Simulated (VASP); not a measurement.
# CO in VASP: notebook

CO is run at these levels: PBE+D3(BJ); tasks: single point.

Program: VASP 6.6.1. These are calculated values, not measurements. Logs are shortened: lines on timing, memory, paths and dates and some standing lists are left out, and cuts for length are marked.

### 1 The cell of the first run

The cell holds a disordered packing, 16 atoms: a = 7.742 Å, b = 7.742 Å, c = 7.742 Å, α = 90.00°, β = 90.00°, γ = 90.00°.

### 2 Single point, PBE+D3(BJ)

INCAR

```
PREC = Accurate
ENCUT = 1000
EDIFF = 1E-6
ISMEAR = -1
SIGMA = 0.05
LREAL = Auto
LASPH = T
NELM = 120
ALGO = Normal
ISIF = 2
LWAVE = F
LCHARG = T
GGA = PE
IVDW = 12
LELF = T
LVHAR = T
NBANDS = 54
GGA_COMPAT = F
```

KPOINTS

```
regular mesh
0
Gamma
  1 1 1
```

POSCAR

```
CO
1.0
    7.7417530000      0.0000000000      0.0000000000
    0.0000000000      7.7417530000      0.0000000000
    0.0000000000      0.0000000000      7.7417530000
O C
8 8
Direct
    0.1802304982      0.0848128324      0.1973842358
    0.1027932563      0.8470432988      0.7596987401
    0.5010105592      0.9161749283      0.0907546392
    0.0696612253      0.5701938566      0.3106273217
    0.5489454391      0.4074271034      0.1030903466
    0.6498140667      0.1280588518      0.5361188868
    0.5887038762      0.6528495549      0.5478733305
    0.2831270902      0.4639646860      0.6766942836
    0.2150288184     -0.0095327247      0.2941969345
    0.0193108718      0.9640968912      0.8027380879
    0.5207864420      0.8267894881     -0.0209513272
    0.1067716834      0.5172084410      0.1773887645
    0.5099878542      0.5132558479      0.2011043235
    0.7915778248      0.1476409800      0.5482350057
    0.7199532199      0.6620464383      0.4962441969
    0.1637484430      0.4304063950      0.7496751705
```

Potentials or basis: VASP PAW PBE potentials, release 64 (O_h, C_h).

Launch:

```
$ cat potpaw_PBE.64/O_h/POTCAR potpaw_PBE.64/C_h/POTCAR > POTCAR
$ mpirun -np 1 vasp_gam > vasp.out
```

OUTCAR:

```text
PREC = Accurate
   ENCUT = 1000
   EDIFF = 1E-6
   ISMEAR = -1
   LREAL = Auto
   LASPH = T
   NELM = 120
   ISIF = 2
   GGA = PE
   IVDW = 12
 IVDW          = 12

 ion  position               nearest neighbor table
   1  0.180  0.085  0.197-   9 1.08
   2  0.103  0.847  0.760-  10 1.16
   3  0.501  0.916  0.091-  11 1.12
   4  0.070  0.570  0.311-  12 1.15
   5  0.549  0.407  0.103-  13 1.16
   6  0.650  0.128  0.536-  14 1.11
[... 8 lines left out ...]
  15  0.720  0.662  0.496-   7 1.09
  16  0.164  0.430  0.750-   8 1.11

  LATTYP: Found a simple cubic cell.
 ALAT       =     7.7417530000

  Lattice vectors:

 A1 = (   7.7417530000,   0.0000000000,   0.0000000000)
 A2 = (   0.0000000000,   7.7417530000,   0.0000000000)
 A3 = (   0.0000000000,   0.0000000000,   7.7417530000)

Analysis of symmetry for initial positions (statically):
=====================================================================
 Subroutine PRICEL returns:
 Original cell was already a primitive cell.

 Routine SETGRP: Setting up the symmetry group for a
 simple cubic supercell.

 Subroutine GETGRP returns: Found  1 space group operations
 (whereof  1 operations were pure point group operations)
 out of a pool of 48 trial point group operations.

The static configuration has the point symmetry C_1 .

Analysis of symmetry for dynamics (positions and initial velocities):
=====================================================================
 Subroutine PRICEL returns:
 Original cell was already a primitive cell.

 Routine SETGRP: Setting up the symmetry group for a
 simple cubic supercell.

 Subroutine GETGRP returns: Found  1 space group operations
 (whereof  1 operations were pure point group operations)
 out of a pool of 48 trial point group operations.

The dynamic configuration has the point symmetry C_1 .

 Subroutine INISYM returns: Found  1 space group operations
 (whereof  1 operations are pure point group operations),
 and found     1 'primitive' translations

----------------------------------------------------------------------------------------

                                     Primitive cell

  volume of cell :     463.9999

  direct lattice vectors                    reciprocal lattice vectors
     7.741753000  0.000000000  0.000000000     0.129169711  0.000000000  0.000000000
     0.000000000  7.741753000  0.000000000     0.000000000  0.129169711  0.000000000
     0.000000000  0.000000000  7.741753000     0.000000000  0.000000000  0.129169711

  length of vectors
     7.741753000  7.741753000  7.741753000     0.129169711  0.129169711  0.129169711

  position of ions in fractional coordinates (direct lattice)
     0.180230498  0.084812832  0.197384236
     0.102793256  0.847043299  0.759698740
     0.501010559  0.916174928  0.090754639
     0.069661225  0.570193857  0.310627322
     0.548945439  0.407427103  0.103090347
     0.649814067  0.128058852  0.536118887
[... 8 lines left out ...]
     0.719953220  0.662046438  0.496244197
     0.163748443  0.430406395  0.749675170

  ion indices of the primitive-cell ions
   primitive index   ion index
                 1           1
                 2           2
                 3           3
                 4           4
                 5           5
                 6           6
[... 8 lines left out ...]
                15          15
                16          16

----------------------------------------------------------------------------------------

 KPOINTS: regular mesh

Automatic generation of k-mesh.
 Grid dimensions read from file:
 generate k-points for:    1    1    1

 Generating k-lattice:

  Cartesian coordinates                     Fractional coordinates (reciprocal lattice)
     0.129169711  0.000000000  0.000000000     1.000000000  0.000000000  0.000000000
     0.000000000  0.129169711  0.000000000     0.000000000  1.000000000  0.000000000
     0.000000000  0.000000000  0.129169711     0.000000000  0.000000000  1.000000000

  Length of vectors
     0.129169711  0.129169711  0.129169711

  Shift w.r.t. Gamma in fractional coordinates (k-lattice)
     0.000000000  0.000000000  0.000000000

 Subroutine IBZKPT returns following result:
 ===========================================

 Found      1 irreducible k-points:

 Following reciprocal coordinates:
            Coordinates               Weight
  0.000000  0.000000  0.000000      1.000000
   k-points           NKPTS =      1   k-points in BZ     NKDIM =      1   number of bands    NBANDS=     54
   number of dos      NEDOS =    301   number of ions     NIONS =     16
   total plane-waves  NPLWV = 512000
   dimension x,y,z NGX =    80 NGY =   80 NGZ =   80
   dimension x,y,z NGXF=   160 NGYF=  160 NGZF=  160
   ions per type =               8   8
   NGX,Y,Z   is equivalent  to a cutoff of  17.18, 17.18, 17.18 a.u.
   NGXF,Y,Z  is equivalent  to a cutoff of  34.36, 34.36, 34.36 a.u.
 SYSTEM =  unknown system
   PREC   = accura    normal or accurate (medium, high low for compatibility)
   ISTART =      0    job   : 0-new  1-cont  2-samecut
   ICHARG =      2    charge: 1-file 2-atom 10-const
   ISPIN  =      1    spin polarized calculation?
   LNONCOLLINEAR =      F non collinear calculations
   LSORBIT =      F    spin-orbit coupling
   LASPH  =      T    aspherical Exc in radial PAW
   ENCUT  = 1000.0 eV  73.50 Ry    8.57 a.u.  19.96 19.96 19.96*2*pi/ulx,y,z
   NELM   =    120;   NELMIN=  2; NELMDL= -5     # of ELM steps
   EDIFF  = 0.1E-05   stopping-criterion for ELM
   LREAL  =      T    real-space projection
   EDIFFG = 0.1E-04   stopping-criterion for IOM
   NSW    =      0    number of steps for IOM
   IBRION =     -1    ionic relax: 0-MD 1-quasi-New 2-CG
   NFREE  =      0    steps in history (QN), initial steepest desc. (CG)
   ISIF   =      2    stress and relaxation
   ISYM   =      2    0-nonsym 1-usesym 2-fastsym
   POTIM  = 0.5000    time-step for ionic-motion
   TEBEG  =    0.0;   TEEND  =   0.0 temperature during run
   PSTRESS=    0.0 pullay stress
   NELECT =      80.0000    total number of electrons
   NUPDOWN=      -1.0000    fix difference up-down
   EMIN   =  10.00;   EMAX   =-10.00  energy-range for DOS
   EFERMI =   0.00;   METHOD = LEGACY
   ISMEAR =    -1;   SIGMA  =   0.05  broadening in eV -4-tet -1-fermi 0-gaus
   EFERMI_NEDOS =   21; number of points for ismear=-14 and -15
   IALGO  =     38    algorithm
   IMIX   =      4    mixing-type and parameters
     AMIX     =   0.40;   BMIX     =  1.00
     AMIX_MAG =   1.60;   BMIX_MAG =  1.00
  volume/ion in A,a.u.               =      29.00       195.70
  Fermi-wavevector in a.u.,A,eV,Ry     =   0.911169  1.721859 11.295946  0.830229
  Thomas-Fermi vector in A             =   2.035417
   LORBIT       =      0    0 simple, 1 ext, 2 COOP (PROOUT), +10 PAW based schemes
   GGA     = PE    functional components
   LHFCALC =     F    Hartree Fock is set to
   AEXX    =    0.0000 exact exchange contribution
   IVDW    =    12    specifies the selected vdW correction
   LEPSILON=     F    determine dielectric tensor
   LRPA    =     F    only Hartree local field effects (RPA)
 non-spin polarized calculation
  energy-cutoff  :     1000.00
  volume of cell :      464.00
 maximum number of plane-waves:     16686
 NGX is ok and might be reduce to    80
   NGX = 39   NGY = 39   NGZ = 39

 number of electron      80.0000001 magnetization

 Free energy of the ion-electron system (eV)
  ---------------------------------------------------
  ext. energy  EPLUGINS =         0.00000000
  ---------------------------------------------------
  free energy    TOTEN  =      -118.93770575 eV

  energy without entropy =     -118.93770575  energy(sigma->0) =     -118.93770575

 E-fermi :  -4.2323     XC(G=0):  -5.5464

 val. band max:       -5.4707561718   @ k =   0.0000   0.0000   0.0000
 cond. band min:       0.2172925225   @ k =   0.0000   0.0000   0.0000
 fundamental gap:      5.6880486944
 Fermi energy:        -4.2322932281

 k-point     1 :       0.0000    0.0000    0.0000
  band No.  band energies     occupation
      1     -27.0460      2.00000
      2     -26.7075      2.00000
      3     -26.6998      2.00000
      4     -26.6819      2.00000
      5     -26.2811      2.00000
      6     -26.0572      2.00000
[... 44 lines left out ...]
     51       1.5069      0.00000
     52       1.5319      0.00000
 [bands above 52 left out]

------------------------ aborting loop because EDIFF is reached ----------------------------------------

 Edisp (eV)   -0.71214

 E8    (eV) :    -0.1799

  FORCE on cell =-STRESS in cart. coord.  units (eV):
  Direction    XX          YY          ZZ          XY          YZ          ZX
  --------------------------------------------------------------------------------------
  -------------------------------------------------------------------------------------
  Total      10.29067     2.03148     5.18986     1.49192    -5.35533    -0.77373
  in kB      35.53335     7.01465    17.92042     5.15156   -18.49180    -2.67168
  external pressure =       20.16 kB  Pullay stress =        0.00 kB

 VOLUME and BASIS-vectors are now :
 -----------------------------------------------------------------------------
  energy-cutoff  :     1000.00
  volume of cell :      464.00
      direct lattice vectors                 reciprocal lattice vectors
     7.741753000  0.000000000  0.000000000     0.129169711  0.000000000  0.000000000
     0.000000000  7.741753000  0.000000000     0.000000000  0.129169711  0.000000000
     0.000000000  0.000000000  7.741753000     0.000000000  0.000000000  0.129169711

 POSITION                                       TOTAL-FORCE (eV/Angst)
 -----------------------------------------------------------------------------------
      1.39530      0.65660      1.52810        -1.984459      5.238319     -5.302269
      0.79580      6.55760      5.88140        -1.449204      2.129647      0.740907
      3.87870      7.09280      0.70260        -0.093058      1.353438      1.496114
      0.53930      4.41430      2.40480         0.328207     -0.500380     -1.190380
      4.24980      3.15420      0.79810        -0.523571      1.471025      1.483723
      5.03070      0.99140      4.15050        -2.975682     -0.405982     -0.209433
[... 8 lines left out ...]
      5.57370      5.12540      3.84180         4.895295      0.422927     -1.839925
      1.26770      3.33210      5.80380        -2.287859     -0.661566      1.302593
 -----------------------------------------------------------------------------------
    total drift:                                0.001505     -0.000706     -0.004268

  FREE ENERGIE OF THE ION-ELECTRON SYSTEM (eV)
  ---------------------------------------------------
  free  energy   TOTEN  =      -119.6498416882 eV

  energy  without entropy=     -119.6498416881  energy(sigma->0) =     -119.64984169
```

Wall time 77 s (1 thread of Intel Xeon 6975P-C (Granite Rapids), shared host); peak memory 0.86 GiB.

Results:

* Free energy: -119.6498 eV
* Pressure: 2.0 GPa
* Largest force: 7.713 eV/Å
* Dispersion energy per atom: -0.045 eV

Forces on the atoms (eV/Å):
```
O   -1.984  5.238 -5.302
O   -1.449  2.130  0.741
O   -0.093  1.353  1.496
O    0.328 -0.500 -1.190
O   -0.524  1.471  1.484
O   -2.976 -0.406 -0.209
O   -4.842 -0.257  2.118
O    2.222  0.574 -1.336
C    1.772 -5.144  5.466
C    1.478 -2.164 -0.654
C    0.325 -1.255 -1.682
C   -0.305  0.502  1.213
C    0.497 -1.773 -1.712
C    2.942  0.470  0.105
C    4.895  0.423 -1.840
C   -2.288 -0.662  1.303
```

Stress tensor (GPa, compression positive):
```
 3.55  0.52 -0.27
 0.52  0.70 -1.85
-0.27 -1.85  1.79
```

Levels at points of the mesh, in eV from the Fermi level:
```tsv
k point	band 38	band 39	band 40	band 41	band 42	band 43
(0.00, 0.00, 0.00)	-1.46	-1.41	-1.24	4.45	4.48	4.64
```

Caveat: the k points lie up to 0.81 Å⁻¹ apart, too coarse for converged energies, forces and pressures.

### 3 Single point, PBE+D3(BJ)

This run uses another cell than the first one, of 34.16 Å³/atom.

INCAR

```
SYSTEM = CO
ALGO = Normal
EDIFF = 1E-6
ENCUT = 1000
GGA = PE
GGA_COMPAT = .False.
ISIF = 2
ISMEAR = -1
IVDW = 12
LASPH = .True.
LCHARG = .False.
LREAL = Auto
LWAVE = .False.
NBANDS = 54
NELM = 120
PREC = Accurate
SIGMA = 0.05
```

KPOINTS

```
k-points
0
Gamma
  1 1 1
  0 0 0
```

POSCAR

```
CO
1.0
    8.0666560000      0.0000000000      0.0000000000
    0.0000000000      7.7977050000      0.0000000000
    0.0000000000      0.0000000000      8.6881510000
O C
8 8
Direct
    0.1743845281      0.0778434167      0.1837214846
    0.1267315725      1.1256645385      0.9168464038
    0.7533605003      0.9940232415     -0.0803623234
    0.0118884455      0.6219265797      0.1214412595
    0.7214017804      0.2962923065      0.2655340590
    0.7041703526      0.0932069115      0.5049866191
    0.6954182749      0.5683851851      0.6617173205
    0.2272688956      0.4194695747      0.6304448438
    0.2758763979     -0.0125806247      0.2461743586
    0.1287026495      1.0254683910      0.8276329451
    0.6172322211      0.9710805936     -0.1159280036
    0.0485579154      0.5527523803      0.0159872912
    0.6468727562      0.4135960517      0.2504100124
    0.6758686623      0.0227118107      0.3905203765
    0.7275133587      0.6252993669      0.5433492120
    0.1421530805      0.5172804049      0.5687631350
```

Potentials or basis: VASP PAW PBE potentials, release 64 (O_h, C_h).

Launch:

```
$ cat potpaw_PBE.64/O_h/POTCAR potpaw_PBE.64/C_h/POTCAR > POTCAR
$ mpirun -np 1 vasp_gam > vasp.out
```

OUTCAR:

```text
SYSTEM = CO
   EDIFF = 1E-6
   ENCUT = 1000
   GGA = PE
   ISIF = 2
   ISMEAR = -1
   IVDW = 12
   LASPH = .True.
   LREAL = Auto
   NELM = 120
   PREC = Accurate
 IVDW          = 12

 ion  position               nearest neighbor table
   1  0.174  0.078  0.184-   9 1.21
   2  0.127  0.126  0.917-  10 1.10
   3  0.753  0.994  0.920-  11 1.15
   4  0.012  0.622  0.121-  12 1.10
   5  0.721  0.296  0.266-  13 1.10
[... 273 lines left out ...]
  -------------------------------------------------------------------------------------
  Total      -5.28949     3.22991     2.26573     0.74909     4.74967    -4.34130
  in kB     -15.50732     9.46920     6.64248     2.19613    13.92472   -12.72747
  external pressure =        0.20 kB  Pullay stress =        0.00 kB

 VOLUME and BASIS-vectors are now :
 -----------------------------------------------------------------------------
  energy-cutoff  :     1000.00
  volume of cell :      546.50
      direct lattice vectors                 reciprocal lattice vectors
     8.066656000  0.000000000  0.000000000     0.123967106  0.000000000  0.000000000
     0.000000000  7.797705000  0.000000000     0.000000000  0.128242861  0.000000000
     0.000000000  0.000000000  8.688151000     0.000000000  0.000000000  0.115099289

 POSITION                                       TOTAL-FORCE (eV/Angst)
 -----------------------------------------------------------------------------------
      1.40670      0.60700      1.59620         4.492495     -3.865381      3.651742
      1.02230      0.97990      7.96570        -0.151789      3.267013      2.394570
      6.07710      7.75110      7.98995        -2.004314     -0.328539     -0.532463
      0.09590      4.84960      1.05510        -1.092749      2.007961      3.422268
      5.81930      2.31040      2.30700         2.549814     -2.911966     -0.025912
      5.68030      0.72680      4.38740        -0.479990     -1.340632     -1.709340
[... 8 lines left out ...]
      5.86860      4.87590      4.72070        -0.311251     -0.536747      1.378383
      1.14670      4.03360      4.94150         1.397173     -1.561669      1.099154
 -----------------------------------------------------------------------------------
    total drift:                               -0.001522      0.000399     -0.002160

  FREE ENERGIE OF THE ION-ELECTRON SYSTEM (eV)
  ---------------------------------------------------
  free  energy   TOTEN  =      -119.2286346962 eV

  energy  without entropy=     -119.2286346962  energy(sigma->0) =     -119.22863470
```

Wall time 3.2 min (1 thread of AMD EPYC 7R13 (Zen 3), shared host); peak memory 0.96 GiB.

Results:

* Free energy: -119.2286 eV
* Pressure: 0.0 GPa
* Largest force: 6.961 eV/Å
* Dispersion energy per atom: -0.036 eV

Forces on the atoms (eV/Å):
```
O    4.492 -3.865  3.652
O   -0.152  3.267  2.395
O   -2.004 -0.329 -0.532
O   -1.093  2.008  3.422
O    2.550 -2.912 -0.026
O   -0.480 -1.341 -1.709
O    0.317  0.563 -1.296
O   -1.373  1.556 -1.108
C   -4.389  3.741 -2.852
C    0.079 -3.160 -3.204
C    1.937  0.321  0.568
C    1.093 -1.985 -3.433
C   -2.467  3.641 -0.612
C    0.404  0.593  2.260
C   -0.311 -0.537  1.378
C    1.397 -1.562  1.099
```

Levels at points of the mesh, in eV from the Fermi level:
| k point | band 38 | band 39 | band 40 | band 41 | band 42 | band 43 |
| --- | --- | --- | --- | --- | --- | --- |
| (0.00, 0.00, 0.00) | -1.40 | -1.37 | -1.31 | 4.46 | 4.48 | 4.73 |

Caveat: the k points lie up to 0.81 Å⁻¹ apart, too coarse for converged energies, forces and pressures; the atoms stand as in a frame of molecular dynamics.
